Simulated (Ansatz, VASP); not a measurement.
Two plane-wave programs on Bi2Te3

```
Bi Te
1.0
     2.23441    1.29004    9.85666
    -2.23441    1.29004    9.85666
     0.00000   -2.58007    9.85666
Bi Te
2 3
Direct
  0.80967 0.80967 0.80967
  0.40033 0.40033 0.40033
  0.60500 0.60500 0.60500
  0.20359 0.20359 0.20359
  0.00641 0.00641 0.00641
```

Alike in both runs: functional PBE; k mesh 9 × 9 × 9; occupations gaussian, width 0.1 eV; no spin polarisation.

Ansatz relaxed the structure, and its values are those at the end. VASP's run is a single point on that final structure, the one shown.

|  | VASP | Ansatz |
| --- | --- | --- |
| version | VASP 6.6.1 | Ansatz 0.2.0 |
| potentials or method | VASP PAW PBE potentials, release 64 (Bi_d, Te), cutoff 520 eV | scalar-relativistic, plane waves, PAW |
| valence electrons in the cell | 48 | 78 |

```csv
,VASP,Ansatz,Ansatz less VASP
gap on the k mesh at the Fermi level (eV),none,none,-
pressure (GPa),-0.1,0.0,+0.05
```

A gap of «none» marks a metal or a gap that the smearing closes. VASP's potentials hold 48 valence electrons a cell and Ansatz's 78, so a difference there can come from the potentials and not from the codes.

Spin-orbit coupling is off throughout.
